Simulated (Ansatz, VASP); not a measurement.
**Two plane-wave programs on SiBF**

```xyz
6
Lattice="3.1077 0.0000 0.0000 0.0000 3.1077 0.0000 0.0000 0.0000 6.1183" Properties=species:S:1:pos:R:3 pbc="T T T"
Si    1.5539    0.0000    4.6695
Si    0.0000    1.5539    1.4488
B     1.5539    0.0000    0.6923
B     0.0000    1.5539    5.4261
F     0.0000    0.0000    3.0592
F     1.5539    1.5539    3.0592
```

Change from the starting cell: species swapped into the LiFeAs type (P4/nmm, No. 129).

Alike in both runs: functional PBE; k mesh 6 × 6 × 4; occupations gaussian, width 0.1 eV; no spin polarisation.

Ansatz relaxed the structure, and its values are those at the end. VASP's run is a single point on that final structure, the one shown.

|  | VASP | Ansatz |
| --- | --- | --- |
| version | VASP 6.6.1 | Ansatz 0.2.0 |
| potentials or method | VASP PAW PBE potentials, release 64 (Si, B, F), cutoff 520 eV | scalar-relativistic, plane waves, PAW |
| valence electrons in the cell | 28 | 28 |

VASP gave:

```
gap on the k mesh at the Fermi level (eV) : none
pressure (GPa)                            : -0.3
rms of the force components (eV/Å)        : 0.009
```

Task: What did Ansatz give for the same quantities?

Result: gap on the k mesh at the Fermi level (eV): none; pressure (GPa): -0.2; rms of the force components (eV/Å): 0.007.

A gap of «none» marks a metal or a gap that the smearing closes. With one functional, cell and mesh, what is left measures potentials, basis and numerics.
